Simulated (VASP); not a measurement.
# TiO2 (Pbca) in VASP: single point with PBE

Aim: the single point of TiO2 with PBE.

Program: VASP 6.6.1. These are calculated values, not measurements. Logs are shortened: lines on timing, memory, paths and dates and some standing lists are left out, and cuts for length are marked.

### 1 The cell of the first run

It takes space group Pbca (No. 61, orthorhombic). The conventional cell has a = 5.040 Å, b = 8.997 Å, c = 5.336 Å, α = 90.00°, β = 90.00°, γ = 90.00°. Ti (site symmetry 1) has 6 O at 1.84 to 2.00 Å within 2.4 Å. Within 3.1 Å of O (site symmetry 1) lie 3 Ti at 1.88 to 2.00 Å and 12 O at 2.50 to 3.08 Å. Within 2.4 Å of O (site symmetry 1) lie 3 Ti at 1.84 to 2.00 Å.

### 2 Single point, PBE (10.08 Å³/atom)

File INCAR:

```
SYSTEM = TiO2
PREC = Accurate
ENCUT = 520
EDIFF = 1E-6
ISMEAR = -1
SIGMA = 0.02
LREAL = Auto
LASPH = .TRUE.
NELM = 60
ALGO = Normal
ISIF = 2
LWAVE = .FALSE.
LCHARG = .FALSE.
GGA = PE
NBANDS = 114
```

File KPOINTS:

```
regular mesh
0
G
  5 3 5
  0 0 0
```

File POSCAR:

```
TiO2
1.0
    5.0399705293      0.0000000000      0.0000000000
    0.0000000000      8.9974984086      0.0000000000
    0.0000000000      0.0000000000      5.3358055342
Ti O
8 16
Direct
    0.1362935274      0.1294568601      0.9016991935
    0.6362935274      0.3705431399      0.0983008065
    0.8637064726      0.6294568601      0.5983008065
    0.3637064726      0.8705431399      0.4016991935
    0.8637064726      0.8705431399      0.0983008065
    0.3637064726      0.6294568601      0.9016991935
    0.1362935274      0.3705431399      0.4016991935
    0.6362935274      0.1294568601      0.5983008065
    0.4593016028      0.2338174342      0.8848531185
    0.9593016028      0.2661825658      0.1151468815
    0.5406983972      0.7338174342      0.6151468815
    0.0406983972      0.7661825658      0.3848531185
    0.5406983972      0.7661825658      0.1151468815
    0.0406983972      0.7338174342      0.8848531185
    0.4593016028      0.2661825658      0.3848531185
    0.9593016028      0.2338174342      0.6151468815
    0.8099158804      0.0079053950      0.8486737766
    0.3099158804      0.4920946050      0.1513262234
    0.1900841196      0.5079053950      0.6513262234
    0.6900841196      0.9920946050      0.3486737766
    0.1900841196      0.9920946050      0.1513262234
    0.6900841196      0.5079053950      0.8486737766
    0.8099158804      0.4920946050      0.3486737766
    0.3099158804      0.0079053950      0.6513262234
```

Potentials or basis: VASP PAW PBE potentials, release 64 (Ti_sv, O).

Run with:

```sh
$ cat potpaw_PBE.64/Ti_sv/POTCAR potpaw_PBE.64/O/POTCAR > POTCAR
$ mpirun -np 1 vasp_std > vasp.out
```

OUTCAR:

```text
SYSTEM = TiO2
   PREC = Accurate
   ENCUT = 520
   EDIFF = 1E-6
   ISMEAR = -1
   LREAL = Auto
   LASPH = .TRUE.
   NELM = 60
   ISIF = 2
   GGA = PE

 ion  position               nearest neighbor table
   1  0.136  0.129  0.902-  21 1.84   9 1.88  10 1.90  24 1.94  17 2.00  16 2.00   5 2.90
   2  0.636  0.371  0.098-  22 1.84  10 1.88   9 1.90  23 1.94  18 2.00  15 2.00   6 2.90
   3  0.864  0.629  0.598-  23 1.84  11 1.88  12 1.90  22 1.94  19 2.00  14 2.00   7 2.90
   4  0.364  0.871  0.402-  24 1.84  12 1.88  11 1.90  21 1.94  20 2.00  13 2.00   8 2.90
   5  0.864  0.871  0.098-  17 1.84  13 1.88  14 1.90  20 1.94  21 2.00  12 2.00   1 2.90
   6  0.364  0.629  0.902-  18 1.84  14 1.88  13 1.90  19 1.94  22 2.00  11 2.00   2 2.90
   7  0.136  0.371  0.402-  19 1.84  15 1.88  16 1.90  18 1.94  23 2.00  10 2.00   3 2.90
   8  0.636  0.129  0.598-  20 1.84  16 1.88  15 1.90  17 1.94  24 2.00   9 2.00   4 2.90
   9  0.459  0.234  0.885-   1 1.88   2 1.90   8 2.00
  10  0.959  0.266  0.115-   2 1.88   1 1.90   7 2.00
  11  0.541  0.734  0.615-   3 1.88   4 1.90   6 2.00
  12  0.041  0.766  0.385-   4 1.88   3 1.90   5 2.00
  13  0.541  0.766  0.115-   5 1.88   6 1.90   4 2.00
  14  0.041  0.734  0.885-   6 1.88   5 1.90   3 2.00
[... 8 lines left out ...]
  23  0.810  0.492  0.349-   3 1.84   2 1.94   7 2.00
  24  0.310  0.008  0.651-   4 1.84   1 1.94   8 2.00

  LATTYP: Found a simple orthorhombic cell.
 ALAT       =     5.0399705293
 B/A-ratio  =     1.0586977648
 C/A-ratio  =     1.7852283771

  Lattice vectors:

 A1 = (  -5.0399705293,   0.0000000000,   0.0000000000)
 A2 = (   0.0000000000,   0.0000000000,   5.3358055342)
 A3 = (   0.0000000000,   8.9974984086,   0.0000000000)

Analysis of symmetry for initial positions (statically):
=====================================================================
 Subroutine PRICEL returns:
 Original cell was already a primitive cell.

 Routine SETGRP: Setting up the symmetry group for a
 simple orthorhombic supercell.

 Subroutine GETGRP returns: Found  8 space group operations
 (whereof  2 operations were pure point group operations)
 out of a pool of  8 trial point group operations.

The static configuration has the point symmetry S_2 .
 The point group associated with its full space group is D_2h.

Analysis of symmetry for dynamics (positions and initial velocities):
=====================================================================
 Subroutine PRICEL returns:
 Original cell was already a primitive cell.

 Routine SETGRP: Setting up the symmetry group for a
 simple orthorhombic supercell.
[... 149 lines left out ...]
   ISIF   =      2    stress and relaxation
   ISYM   =      2    0-nonsym 1-usesym 2-fastsym
   POTIM  = 0.5000    time-step for ionic-motion
   TEBEG  =    0.0;   TEEND  =   0.0 temperature during run
   PSTRESS=    0.0 pullay stress
   NELECT =     192.0000    total number of electrons
   NUPDOWN=      -1.0000    fix difference up-down
   EMIN   =  10.00;   EMAX   =-10.00  energy-range for DOS
   EFERMI =   0.00;   METHOD = LEGACY
   ISMEAR =    -1;   SIGMA  =   0.02  broadening in eV -4-tet -1-fermi 0-gaus
   EFERMI_NEDOS =   21; number of points for ismear=-14 and -15
   IALGO  =     38    algorithm
   IMIX   =      4    mixing-type and parameters
     AMIX     =   0.40;   BMIX     =  1.00
     AMIX_MAG =   1.60;   BMIX_MAG =  1.00
  volume/ion in A,a.u.               =      10.08        68.04
  Fermi-wavevector in a.u.,A,eV,Ry     =   1.515626  2.864117 31.254236  2.297122
  Thomas-Fermi vector in A             =   2.625124
   LORBIT       =      0    0 simple, 1 ext, 2 COOP (PROOUT), +10 PAW based schemes
   GGA     = PE    functional components
   LHFCALC =     F    Hartree Fock is set to
   AEXX    =    0.0000 exact exchange contribution
   IVDW    =     0    specifies the selected vdW correction
   LEPSILON=     F    determine dielectric tensor
   LRPA    =     F    only Hartree local field effects (RPA)
 non-spin polarized calculation
  energy-cutoff  :      520.00
  volume of cell :      241.96
 maximum number of plane-waves:      6532
 NGX is ok and might be reduce to    40
   NGX = 19   NGY = 33   NGZ = 19

 number of electron     191.9999992 magnetization

 Free energy of the ion-electron system (eV)
  ---------------------------------------------------
  ext. energy  EPLUGINS =         0.00000000
  ---------------------------------------------------
  free energy    TOTEN  =      -213.77421412 eV

  energy without entropy =     -213.77421412  energy(sigma->0) =     -213.77421412

 E-fermi :   5.2675     XC(G=0): -11.5232

 val. band max:        4.7844178096   @ k =   0.0000   0.0000   0.0000
 cond. band min:       7.1054086065   @ k =   0.0000   0.0000   0.0000
 fundamental gap:      2.3209907969
 Fermi energy:         5.2674606332

 k-point     1 :       0.0000    0.0000    0.0000
  band No.  band energies     occupation
      1     -51.5322      2.00000
      2     -51.5188      2.00000
      3     -51.5031      2.00000
      4     -51.4896      2.00000
      5     -51.4866      2.00000
      6     -51.4865      2.00000
[... 1987 lines left out ...]
    107       8.3768      0.00000
    108       8.4045      0.00000
 [bands above 108 left out]

------------------------ aborting loop because EDIFF is reached ----------------------------------------

  FORCE on cell =-STRESS in cart. coord.  units (eV):
  Direction    XX          YY          ZZ          XY          YZ          ZX
  --------------------------------------------------------------------------------------
  -------------------------------------------------------------------------------------
  Total       29.5455271     31.1980644     31.9889711      0.0000000      0.0000000      0.0000000
  in kB      195.6377035    206.5800911    211.8171327      0.0000000      0.0000000      0.0000000
  external PRESSURE =     204.6783091 kB  Pullay stress =       0.0000000 kB

 VOLUME and BASIS-vectors are now :
 -----------------------------------------------------------------------------
  energy-cutoff  :      520.00
  volume of cell :      241.96
      direct lattice vectors                 reciprocal lattice vectors
     5.039970529  0.000000000  0.000000000     0.198413859  0.000000000  0.000000000
     0.000000000  8.997498409  0.000000000     0.000000000  0.111142004  0.000000000
     0.000000000  0.000000000  5.335805534     0.000000000  0.000000000  0.187413127

 POSITION                                       TOTAL-FORCE (eV/Angst)
 -----------------------------------------------------------------------------------
      0.68692      1.16479      4.81129         0.011200     -0.003332     -0.009596
      3.20690      3.33396      0.52451         0.011200      0.003332      0.009596
      4.35306      5.66354      3.19242        -0.011200     -0.003332      0.009596
      1.83307      7.83271      2.14339        -0.011200      0.003332     -0.009596
      4.35306      7.83271      0.52451        -0.011200      0.003332      0.009596
      1.83307      5.66354      4.81129        -0.011200     -0.003332     -0.009596
[... 16 lines left out ...]
      4.08195      4.42762      1.86046        -0.029184     -0.007134     -0.024843
      1.56197      0.07113      3.47535        -0.029184      0.007134      0.024843
 -----------------------------------------------------------------------------------
    total drift:                                0.000000      0.000000     -0.000000

  FREE ENERGIE OF THE ION-ELECTRON SYSTEM (eV)
  ---------------------------------------------------
  free  energy   TOTEN  =      -213.7742141155 eV

  energy  without entropy=     -213.7742141155  energy(sigma->0) =     -213.77421412
```

stdout:

```text
POSCAR found type information on POSCAR TiO
 POSCAR found :  2 types and      24 ions
 scaLAPACK will be used
 LDA part: xc-table for (Slater+PW92), standard interpolation
 POSCAR, INCAR and KPOINTS ok, starting setup
 FFT: planning ... GRIDC
 FFT: planning ... GRID_SOFT
 FFT: planning ... GRID
 WAVECAR not read
 entering main loop
```

Wall time 7.9 min (1 thread of Intel Xeon 6975P-C (Granite Rapids), shared host); peak memory 0.5 GiB.

Results:

```yaml
Free_energy: -213.7742 eV
Pressure: 20.5 GPa
Largest_force: 0.039 eV/Å
Band_gap_on_the_k_mesh: 2.32 eV
```

Forces in eV/Å, atoms in the order of the input:
```
Ti   0.011 -0.003 -0.010
Ti   0.011  0.003  0.010
Ti  -0.011 -0.003  0.010
Ti  -0.011  0.003 -0.010
Ti  -0.011  0.003  0.010
Ti  -0.011 -0.003 -0.010
Ti   0.011  0.003 -0.010
Ti   0.011 -0.003  0.010
O    0.013 -0.002 -0.008
O    0.013  0.002  0.008
O   -0.013 -0.002  0.008
O   -0.013  0.002 -0.008
O   -0.013  0.002  0.008
O   -0.013 -0.002 -0.008
O    0.013  0.002 -0.008
O    0.013 -0.002  0.008
O   -0.029  0.007 -0.025
O   -0.029 -0.007  0.025
O    0.029  0.007  0.025
O    0.029 -0.007 -0.025
O    0.029 -0.007  0.025
O    0.029  0.007 -0.025
O   -0.029 -0.007 -0.025
O   -0.029  0.007  0.025
```

Levels at points of the mesh, in eV from the valence-band top:
```
           k point  band 94  band 95  band 96  band 97  band 98  band 99
(0.00, 0.00, 0.00)    -0.23    -0.15     0.00     2.32     2.83     3.03
```

Caveat: the cell stands under pressure. A k mesh can miss the band edges.
